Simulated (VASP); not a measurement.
Crystal: Ga3AsN2.

```
N As Ga
1.0
     3.27431    0.00000    0.00000
    -1.63716    2.83564    0.00000
     0.00000    0.00000    8.02040
N As Ga
2 1 3
Cartesian
  0.0000 0.0000 0.0000
  0.0000 1.8904 2.6735
  1.6372 0.9452 5.3469
  0.0000 1.8904 0.6684
  1.6372 0.9452 3.3418
  0.0000 0.0000 6.0153
```

```yaml
Program: VASP 6.6.1
Task: relaxation of cell and atoms
Functional: PBE
Potentials_or_basis: VASP PAW PBE potentials, release 64 (N, As, Ga_d)
Cutoff: 600 eV
k_mesh: 12 × 12 × 4
Occupations: fermi-dirac, width 0.02 eV
Spin: no spin polarisation
```

At the start: pressure 50.2 GPa; volume 12.41 Å³/atom.

How do energy, volume and symmetry change on relaxing?

Over 23 steps the energy falls by 784.3 meV/atom and the volume is 15.30 Å³/atom (+23.3 %); space group P3m1 (No. 156, to 0.05 Å).

Step by step:
```tsv
step	energy change (eV)	largest force (eV/Å)	pressure (GPa)	volume (Å³)
1	0.0000	8.3706	50.21	74.47
2	-2.1838	1.7407	-15.53	124.74
3	-4.1784	1.5040	-3.97	97.83
4	-4.1856	1.5171	-3.07	96.93
5	-4.1865	1.6178	-2.42	96.30
6	-4.4919	1.0342	-1.70	94.39
7	-4.5951	1.0461	-0.41	92.53
8	-4.6769	0.6506	1.48	90.51
9	-4.6939	0.3667	0.67	91.13
10	-4.7050	0.0843	-0.20	91.97
11	-4.7050	0.0824	-0.18	91.96
12	-4.7056	0.0502	0.15	91.77
13	-4.7056	0.0405	0.01	91.79
14	-4.7056	0.0437	0.09	91.79
15	-4.7058	0.0236	-0.01	91.83
16	-4.7058	0.0162	-0.04	91.85
17	-4.7058	0.0164	-0.06	91.86
18	-4.7058	0.0044	0.06	91.79
19	-4.7058	0.0051	-0.03	91.81
20	-4.7058	0.0047	0.08	91.80
21	-4.7058	0.0074	0.03	91.81
22	-4.7058	0.0125	-0.04	91.82
23	-4.7058	0.0044	0.02	91.82
```

Final structure:
```
N As Ga
1.0
     3.47087    0.00000    0.00000
    -1.73544    3.00586    0.00000
     0.00000    0.00000    8.80052
N As Ga
2 1 3
Direct
  0.00000 0.00000 0.02026
  0.33333 0.66667 0.31122
  0.66667 0.33333 0.65931
  0.33333 0.66667 0.08602
  0.66667 0.33333 0.37542
  0.00000 0.00000 0.79777
```

Caveat: the volume moved by over 15 % at a fixed basis, so the end points are rough.
